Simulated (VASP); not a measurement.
Input of a VASP 6.6.1 run:

Contents of POSCAR:

```
In
1.0
   -1.6103727107      1.6103727107      2.5260614761
    1.6103727107     -1.6103727107      2.5260614761
    1.6103727107      1.6103727107     -2.5260614761
In
1
Direct
    0.0000000000      0.0000000000      0.0000000000
```

INCAR.step1

```
SYSTEM = In
  ALGO = Normal
  EDIFF = 1E-4
  ENCUT = 520
  GGA = PE
  ISMEAR = 0
  LASPH = .True.
  LCHARG = .False.
  LREAL = .False.
  LWAVE = .True.
  NBANDS = 12
  NELM = 100
  PREC = Accurate
  SIGMA = 0.1
```

The input INCAR.step2:

```
SYSTEM = In
  ALGO = Normal
  EDIFF = 1E-6
  ENCUT = 520
  ISIF = 2
  ISMEAR = 0
  ISTART = 1
  LASPH = .True.
  LCHARG = .False.
  LMIXTAU = .True.
  LREAL = .False.
  LWAVE = .False.
  METAGGA = R2SCAN
  NBANDS = 12
  NELM = 100
  PREC = Accurate
  SIGMA = 0.1
```

File KPOINTS:

```
k-points
0
Gamma
  18 18 18
  0 0 0
```

Potentials or basis: VASP PAW PBE potentials, release 64 (In_d).

Launch:

```console
$ cat potpaw_PBE.64/In_d/POTCAR > POTCAR
$ cp INCAR.step1 INCAR
$ mpirun -np 1 vasp_std > vasp.out
$ cp INCAR.step2 INCAR
$ mpirun -np 1 vasp_std > vasp.out
```

Predict the pressure.

0.0 GPa.

Estimate the band gap on the k mesh.

zero (an odd number of electrons rules out a gap without spin polarisation).

Caveat: the PAW data sets were made with another functional, which shifts forces and pressure a little; spin-orbit coupling is left out, which moves the levels of the heavy elements.
